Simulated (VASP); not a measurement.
# MgO (Fm-3m) in VASP: a series of runs

MgO is run at these levels: PBEsol, PBE; tasks: single point.

Program: VASP 6.6.1. These are calculated values, not measurements. Logs are shortened: lines on timing, memory, paths and dates and some standing lists are left out, and cuts for length are marked.

**Measured values to compare with.**

From “Electronic structure of alkaline earth and post-transition metal oxides”, 2009, arxiv:0908.1581, for a bulk crystal of MgO: band gap 7.83 eV.

The runs below are set against these values where they give the same quantity.

### Step 1. The cell of the first run

Symmetry: Fm-3m, No. 225, cubic system. The conventional cell has a = 4.204 Å, b = 4.204 Å, c = 4.204 Å, α = 90.00°, β = 90.00°, γ = 90.00°. Within 2.8 Å of Mg (site symmetry m-3m) lie 6 O at 2.10 Å. O (site symmetry m-3m) has 6 Mg at 2.10 Å within 2.8 Å.

### Step 2. Single point, PBEsol

Input file INCAR:

```
PREC = Accurate
ENCUT = 600
EDIFF = 1E-6
ISMEAR = 0
SIGMA = 0.01
LREAL = F
LASPH = T
NELM = 120
ALGO = Normal
ISIF = 2
LWAVE = F
LCHARG = F
GGA = PS
NBANDS = 11
GGA_COMPAT = F
```

Input file KPOINTS:

```
regular mesh
0
Gamma
  4 4 4
```

Input file POSCAR:

```
MgO
1.0
    0.0000000000      2.1021680256      2.1021680256
    2.1021680256      0.0000000000      2.1021680256
    2.1021680256      2.1021680256      0.0000000000
Mg O
1 1
Direct
    0.0000000000      0.0000000000      0.0000000000
    0.5000000000      0.5000000000      0.5000000000
```

Potentials or basis: VASP PAW PBE potentials, release 64 (Mg, O).

Launch:

```console
$ cat potpaw_PBE.64/Mg/POTCAR potpaw_PBE.64/O/POTCAR > POTCAR
$ mpirun -np 1 vasp_std > vasp.out
```

OUTCAR:

```text
PREC = Accurate
   ENCUT = 600
   EDIFF = 1E-6
   ISMEAR = 0
   LREAL = F
   LASPH = T
   NELM = 120
   ISIF = 2
   GGA = PS

 ion  position               nearest neighbor table
   1  0.000  0.000  0.000-   2 2.10   2 2.10   2 2.10   2 2.10   2 2.10   2 2.10
   2  0.500  0.500  0.500-   1 2.10   1 2.10   1 2.10   1 2.10   1 2.10   1 2.10

  LATTYP: Found a face centered cubic cell.
 ALAT       =     4.2043360512

  Lattice vectors:

 A1 = (   0.0000000000,   2.1021680256,   2.1021680256)
 A2 = (   2.1021680256,   0.0000000000,   2.1021680256)
 A3 = (   2.1021680256,   2.1021680256,   0.0000000000)

Analysis of symmetry for initial positions (statically):
=====================================================================
 Subroutine PRICEL returns:
 Original cell was already a primitive cell.

 Routine SETGRP: Setting up the symmetry group for a
 face centered cubic supercell.

 Subroutine GETGRP returns: Found 48 space group operations
 (whereof 48 operations were pure point group operations)
 out of a pool of 48 trial point group operations.

The static configuration has the point symmetry O_h .

Analysis of symmetry for dynamics (positions and initial velocities):
=====================================================================
 Subroutine PRICEL returns:
 Original cell was already a primitive cell.

 Routine SETGRP: Setting up the symmetry group for a
 face centered cubic supercell.

 Subroutine GETGRP returns: Found 48 space group operations
 (whereof 48 operations were pure point group operations)
 out of a pool of 48 trial point group operations.

The dynamic configuration has the point symmetry O_h .

 Subroutine INISYM returns: Found 48 space group operations
 (whereof 48 operations are pure point group operations),
 and found     1 'primitive' translations

----------------------------------------------------------------------------------------

                                     Primitive cell

  volume of cell :      18.5794

  direct lattice vectors                    reciprocal lattice vectors
     0.000000000  2.102168026  2.102168026    -0.237849684  0.237849684  0.237849684
     2.102168026  0.000000000  2.102168026     0.237849684 -0.237849684  0.237849684
     2.102168026  2.102168026  0.000000000     0.237849684  0.237849684 -0.237849684

  length of vectors
     2.972914532  2.972914532  2.972914532     0.411967737  0.411967737  0.411967737

  position of ions in fractional coordinates (direct lattice)
     0.000000000  0.000000000  0.000000000
     0.500000000  0.500000000  0.500000000

  ion indices of the primitive-cell ions
   primitive index   ion index
                 1           1
                 2           2

----------------------------------------------------------------------------------------

 KPOINTS: regular mesh

Automatic generation of k-mesh.
 Grid dimensions read from file:
 generate k-points for:    4    4    4

 Generating k-lattice:

  Cartesian coordinates                     Fractional coordinates (reciprocal lattice)
    -0.059462421  0.059462421  0.059462421     0.250000000  0.000000000  0.000000000
     0.059462421 -0.059462421  0.059462421     0.000000000  0.250000000  0.000000000
     0.059462421  0.059462421 -0.059462421     0.000000000  0.000000000  0.250000000

  Length of vectors
     0.102991934  0.102991934  0.102991934

  Shift w.r.t. Gamma in fractional coordinates (k-lattice)
     0.000000000  0.000000000  0.000000000

 Subroutine IBZKPT returns following result:
 ===========================================

 Found      8 irreducible k-points:

 Following reciprocal coordinates:
            Coordinates               Weight
  0.000000  0.000000  0.000000      1.000000
  0.250000  0.000000  0.000000      8.000000
  0.500000  0.000000  0.000000      4.000000
  0.250000  0.250000  0.000000      6.000000
  0.500000  0.250000  0.000000     24.000000
 -0.250000  0.250000  0.000000     12.000000
  0.500000  0.500000  0.000000      3.000000
 -0.250000  0.500000  0.250000      6.000000
   k-points           NKPTS =      8   k-points in BZ     NKDIM =      8   number of bands    NBANDS=     11
   number of dos      NEDOS =    301   number of ions     NIONS =      2
   total plane-waves  NPLWV =  13824
   dimension x,y,z NGX =    24 NGY =   24 NGZ =   24
   dimension x,y,z NGXF=    48 NGYF=   48 NGZF=   48
   ions per type =               1   1
   NGX,Y,Z   is equivalent  to a cutoff of  13.42, 13.42, 13.42 a.u.
   NGXF,Y,Z  is equivalent  to a cutoff of  26.84, 26.84, 26.84 a.u.
 SYSTEM =  unknown system
   PREC   = accura    normal or accurate (medium, high low for compatibility)
   ISTART =      0    job   : 0-new  1-cont  2-samecut
   ICHARG =      2    charge: 1-file 2-atom 10-const
   ISPIN  =      1    spin polarized calculation?
   LNONCOLLINEAR =      F non collinear calculations
   LSORBIT =      F    spin-orbit coupling
   LASPH  =      T    aspherical Exc in radial PAW
   ENCUT  =  600.0 eV  44.10 Ry    6.64 a.u.   5.94  5.94  5.94*2*pi/ulx,y,z
   NELM   =    120;   NELMIN=  2; NELMDL= -5     # of ELM steps
   EDIFF  = 0.1E-05   stopping-criterion for ELM
   LREAL  =      F    real-space projection
   EDIFFG = 0.1E-04   stopping-criterion for IOM
   NSW    =      0    number of steps for IOM
   IBRION =     -1    ionic relax: 0-MD 1-quasi-New 2-CG
   NFREE  =      0    steps in history (QN), initial steepest desc. (CG)
   ISIF   =      2    stress and relaxation
   ISYM   =      2    0-nonsym 1-usesym 2-fastsym
   POTIM  = 0.5000    time-step for ionic-motion
   TEBEG  =    0.0;   TEEND  =   0.0 temperature during run
   PSTRESS=    0.0 pullay stress
   NELECT =       8.0000    total number of electrons
   NUPDOWN=      -1.0000    fix difference up-down
   EMIN   =  10.00;   EMAX   =-10.00  energy-range for DOS
   EFERMI =   0.00;   METHOD = LEGACY
   ISMEAR =     0;   SIGMA  =   0.01  broadening in eV -4-tet -1-fermi 0-gaus
   EFERMI_NEDOS =   21; number of points for ismear=-14 and -15
   IALGO  =     38    algorithm
   IMIX   =      4    mixing-type and parameters
     AMIX     =   0.40;   BMIX     =  1.00
     AMIX_MAG =   1.60;   BMIX_MAG =  1.00
  volume/ion in A,a.u.               =       9.29        62.69
  Fermi-wavevector in a.u.,A,eV,Ry     =   1.236215  2.336108 20.792804  1.528228
  Thomas-Fermi vector in A             =   2.370833
   LORBIT       =      0    0 simple, 1 ext, 2 COOP (PROOUT), +10 PAW based schemes
   GGA     = PS    functional components
   LHFCALC =     F    Hartree Fock is set to
   AEXX    =    0.0000 exact exchange contribution
   IVDW    =     0    specifies the selected vdW correction
   LEPSILON=     F    determine dielectric tensor
   LRPA    =     F    only Hartree local field effects (RPA)
 non-spin polarized calculation
 Gauss-broadening in eV      SIGMA  =   0.01
  energy-cutoff  :      600.00
  volume of cell :       18.58
 maximum number of plane-waves:       636
   NGX = 11   NGY = 11   NGZ = 11

 number of electron       8.0000004 magnetization

 Free energy of the ion-electron system (eV)
  ---------------------------------------------------
  ext. energy  EPLUGINS =         0.00000000
  ---------------------------------------------------
  free energy    TOTEN  =       -12.50159871 eV

  energy without entropy =      -12.50159871  energy(sigma->0) =      -12.50159871

 E-fermi :   3.2776     XC(G=0): -11.3338

 val. band max:        3.1228953041   @ k =   0.0000   0.0000   0.0000
 cond. band min:       7.8027663032   @ k =   0.0000   0.0000   0.0000
 fundamental gap:      4.6798709991
 Fermi energy:         3.2776460267

 k-point     1 :       0.0000    0.0000    0.0000
  band No.  band energies     occupation
      1     -14.1131      2.00000
      2       3.1229      2.00000
      3       3.1229      2.00000
      4       3.1229      2.00000
      5       7.8028      0.00000
      6      18.7736      0.00000
      7      18.7736      0.00000
      8      18.7736      0.00000
      9      22.6309      0.00000
     10      24.5205      0.00000
     11      24.5205      0.00000

 k-point     2 :       0.2500    0.0000    0.0000
  band No.  band energies     occupation
      1     -13.5073      2.00000
      2       0.4124      2.00000
      3       2.7730      2.00000
      4       2.7730      2.00000
      5      10.1542      0.00000
      6      15.5613      0.00000
      7      19.6569      0.00000
      8      19.6569      0.00000
      9      23.1652      0.00000
     10      23.1652      0.00000
     11      25.0618      0.00000

 k-point     3 :       0.5000    0.0000    0.0000
  band No.  band energies     occupation
      1     -12.7834      2.00000
      2      -1.5883      2.00000
      3       2.4527      2.00000
      4       2.4527      2.00000
      5      10.8919      0.00000
      6      15.6837      0.00000
      7      19.3434      0.00000
      8      19.3434      0.00000
      9      23.9570      0.00000
     10      25.5163      0.00000
     11      25.5163      0.00000

 k-point     4 :       0.2500    0.2500    0.0000
  band No.  band energies     occupation
      1     -13.3392      2.00000
      2       0.4379      2.00000
      3       2.3689      2.00000
      4       2.3689      2.00000
      5      11.1596      0.00000
      6      14.0932      0.00000
      7      18.5424      0.00000
      8      20.4916      0.00000
      9      20.4916      0.00000
     10      26.4112      0.00000
     11      30.3741      0.00000

 k-point     5 :       0.5000    0.2500    0.0000
  band No.  band energies     occupation
      1     -12.6608      2.00000
      2      -0.7746      2.00000
      3       1.1591      2.00000
      4       2.0816      2.00000
      5      12.7028      0.00000
      6      14.6160      0.00000
      7      16.3431      0.00000
      8      20.7003      0.00000
      9      21.8387      0.00000
     10      27.5143      0.00000
     11      29.8246      0.00000

 k-point     6 :      -0.2500    0.2500    0.0000
  band No.  band energies     occupation
      1     -12.8601      2.00000
      2      -0.4446      2.00000
      3       1.0731      2.00000
      4       2.4532      2.00000
      5      12.5330      0.00000
      6      14.7830      0.00000
      7      17.0996      0.00000
      8      20.5771      0.00000
      9      22.9695      0.00000
     10      24.0033      0.00000
     11      28.8076      0.00000

 k-point     7 :       0.5000    0.5000    0.0000
  band No.  band energies     occupation
      1     -12.5161      2.00000
      2      -1.0519      2.00000
      3       1.7465      2.00000
      4       1.7465      2.00000
      5      12.0382      0.00000
      6      13.0464      0.00000
      7      16.1486      0.00000
      8      22.0387      0.00000
      9      22.0387      0.00000
     10      28.4525      0.00000
     11      29.9330      0.00000

 k-point     8 :      -0.2500    0.5000    0.2500
  band No.  band energies     occupation
      1     -12.4608      2.00000
      2       0.0968      2.00000
      3       0.0968      2.00000
      4       1.3152      2.00000
      5      14.6518      0.00000
      6      14.6518      0.00000
      7      15.2663      0.00000
      8      18.5750      0.00000
      9      24.9869      0.00000
     10      24.9869      0.00000
     11      29.4481      0.00000

------------------------ aborting loop because EDIFF is reached ----------------------------------------

  FORCE on cell =-STRESS in cart. coord.  units (eV):
  Direction    XX          YY          ZZ          XY          YZ          ZX
  --------------------------------------------------------------------------------------
  -------------------------------------------------------------------------------------
  Total        0.0498967      0.0498967      0.0498967      0.0000000      0.0000000     -0.0000000
  in kB        4.3027891      4.3027891      4.3027891      0.0000000      0.0000000     -0.0000000
  external PRESSURE =       4.3027891 kB  Pullay stress =       0.0000000 kB

 VOLUME and BASIS-vectors are now :
 -----------------------------------------------------------------------------
  energy-cutoff  :      600.00
  volume of cell :       18.58
      direct lattice vectors                 reciprocal lattice vectors
     0.000000000  2.102168026  2.102168026    -0.237849684  0.237849684  0.237849684
     2.102168026  0.000000000  2.102168026     0.237849684 -0.237849684  0.237849684
     2.102168026  2.102168026  0.000000000     0.237849684  0.237849684 -0.237849684

 POSITION                                       TOTAL-FORCE (eV/Angst)
 -----------------------------------------------------------------------------------
      0.00000      0.00000      0.00000         0.000000      0.000000      0.000000
      2.10217      2.10217      2.10217        -0.000000     -0.000000      0.000000
 -----------------------------------------------------------------------------------
    total drift:                               -0.000000     -0.000000      0.000000

  FREE ENERGIE OF THE ION-ELECTRON SYSTEM (eV)
  ---------------------------------------------------
  free  energy   TOTEN  =       -12.5015987073 eV

  energy  without entropy=      -12.5015987073  energy(sigma->0) =      -12.50159871
```

It used 7 s of CPU time on 1 thread of AMD EPYC 7R43 64-Core Processor (Zen 3), with other jobs on the host.

Results:

| Quantity | Value |
| --- | --- |
| Free energy | -12.5016 eV |
| Pressure | 0.4 GPa |
| Band gap on the k mesh | 4.68 eV |

Levels at points of the mesh, in eV from the valence-band top:
```
           k point  band 2  band 3  band 4  band 5  band 6  band 7
(0.00, 0.00, 0.00)    0.00    0.00    0.00    4.68   15.65   15.65
(0.50, 0.00, 0.00)   -4.71   -0.67   -0.67    7.77   12.56   16.22
(0.50, 0.50, 0.00)   -4.17   -1.38   -1.38    8.92    9.92   13.03
```

Caveat: the k points lie up to 0.65 Å⁻¹ apart; the PAW data sets were made with another functional, which shifts forces and pressure a little.

### Step 3. Single point, PBE

Input file INCAR:

```
ALGO = Normal
EDIFF = 1E-6
ENCUT = 600
GGA = PE
GGA_COMPAT = False
ISIF = 2
ISMEAR = 0
LASPH = True
LCHARG = False
LREAL = False
LWAVE = False
NBANDS = 11
NELM = 120
PREC = Accurate
SIGMA = 0.01
```

Input file KPOINTS:

```
k-points
0
Gamma
  4 4 4
```

POSCAR is that of step 2.

Potentials or basis: VASP PAW PBE potentials, release 64 (Mg, O).

Launch:

```console
$ cat potpaw_PBE.64/Mg/POTCAR potpaw_PBE.64/O/POTCAR > POTCAR
$ mpirun -np 1 vasp_std > vasp.out
```

It used 6.8 s of CPU time on 1 thread of AMD EPYC 7R43 64-Core Processor (Zen 3), on a shared host.

It converged, with:

```
Free energy            : -11.8932 eV
Pressure               : 4.7 GPa
Band gap on the k mesh : 4.77 eV
```

Levels at points of the mesh, in eV from the valence-band top:
| k point | band 2 | band 3 | band 4 | band 5 | band 6 | band 7 |
| --- | --- | --- | --- | --- | --- | --- |
| (0.00, 0.00, 0.00) | 0.00 | 0.00 | 0.00 | 4.77 | 15.82 | 15.82 |
| (0.50, 0.00, 0.00) | -4.65 | -0.66 | -0.66 | 7.92 | 12.67 | 16.36 |
| (0.50, 0.50, 0.00) | -4.11 | -1.36 | -1.36 | 9.12 | 10.02 | 13.15 |

Caveat: the k points lie up to 0.65 Å⁻¹ apart. As with any semilocal functional, this PBE gap is likely too small.

### Step 4. Single point, PBEsol

Input file INCAR:

```
SYSTEM = MgO
PREC = Accurate
ENCUT = 600
EDIFF = 1E-6
ISMEAR = 0
SIGMA = 0.01
LREAL = .FALSE.
LASPH = .TRUE.
NELM = 120
ALGO = Normal
ISIF = 2
LWAVE = .FALSE.
LCHARG = .FALSE.
GGA = PS
NBANDS = 11
GGA_COMPAT = .FALSE.
```

Input file KPOINTS:

```
Automatic mesh
0
G
  5 5 5
  0 0 0
```

POSCAR is that of step 3.

Launch:

```console
$ cat potpaw_PBE.64/Mg/POTCAR potpaw_PBE.64/O/POTCAR > POTCAR
$ mpirun -np 1 vasp_std > vasp.out
```

Run time: 13 s. Hardware: 1 thread of AMD EPYC 7R43 (Zen 3), shared host; peak memory 0.11 GiB.

Results (log left out):

```yaml
Free_energy: -12.5129 eV
Pressure: 0.4 GPa
Band_gap_on_the_k_mesh: 4.69 eV
```

Levels at points of the mesh, in eV from the valence-band top:
```
           k point  band 1  band 2  band 3  band 4  band 5  band 6  band 7  band 8
(0.00, 0.00, 0.00)  -17.23    0.00    0.00    0.00    4.69   15.66   15.66   15.66
```

Caveat: the k points lie up to 0.52 Å⁻¹ apart; the PAW data sets were made with another functional, which shifts forces and pressure a little. As with any semilocal functional, this PBEsol gap is likely too small.

### Step 5. Single point, PBEsol

Input file INCAR:

```
SYSTEM = MgO
  PREC = Accurate
  ENCUT = 600
  EDIFF = 1E-6
  ISMEAR = -1
  SIGMA = 0.5
  LREAL = .FALSE.
  LASPH = .TRUE.
  NELM = 120
  ALGO = Normal
  ISIF = 2
  LWAVE = .FALSE.
  LCHARG = .TRUE.
  GGA = PS
  LELF = .TRUE.
  LVHAR = .TRUE.
  NBANDS = 11
  GGA_COMPAT = .FALSE.
```

Input file KPOINTS:

```
Automatic mesh
0
G
  8 8 8
  0 0 0
```

POSCAR is that of step 4.

Launch:

```console
$ cat potpaw_PBE.64/Mg/POTCAR potpaw_PBE.64/O/POTCAR > POTCAR
$ mpirun -np 1 vasp_std > vasp.out
```

Run time: 22 s. Hardware: 1 thread of AMD EPYC 7R43 (Zen 3), shared host; peak memory 0.11 GiB.

Results (log left out):

```
Free energy            : -12.5161 eV
Pressure               : 0.5 GPa
Band gap on the k mesh : 4.69 eV
```

Levels at points of the mesh, in eV from the valence-band top:
```csv
k point,band 1,band 2,band 3,band 4,band 5,band 6,band 7,band 8,band 9
"(0.00, 0.00, 0.00)",-17.23,0.00,0.00,0.00,4.69,15.67,15.67,15.67,19.52
"(0.50, 0.00, 0.00)",-15.91,-4.70,-0.67,-0.67,7.78,12.57,16.24,16.24,20.85
"(0.50, 0.50, 0.00)",-15.64,-4.17,-1.37,-1.37,8.93,9.94,13.03,18.93,18.93
```

Caveat: so wide a smearing shifts energies and pressures; the PAW data sets were made with another functional, which shifts forces and pressure a little.

[end of part 1 of 2]
